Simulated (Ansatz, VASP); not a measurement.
Be: VASP beside Ansatz

```
Be
1.0
     2.16109    0.00000    0.00000
     0.00000    2.16109    0.00000
     0.00000    0.00000    2.16109
Be
1
Cartesian
  0.0000 0.0000 0.0000
```

Alike in both runs: task single point; functional BLYP; k mesh 16 × 16 × 16; occupations fermi-dirac, width 0.1 eV; no spin polarisation.

```csv
,VASP,Ansatz
version,VASP 6.6.1,Ansatz 0.2.0
potentials or method,"VASP PAW PBE potentials, release 64 (Be), cutoff 520 eV","plane waves (420 eV) with PAW, scalar-relativistic"
valence electrons in the cell,2,2
```

|  | VASP | Ansatz | Ansatz less VASP |
| --- | --- | --- | --- |
| pressure (GPa) | 3.2 | 3.2 | -0.07 |

VASP's potentials were made for PBE, not for BLYP. With one functional, cell and mesh, what is left measures potentials, basis and numerics.
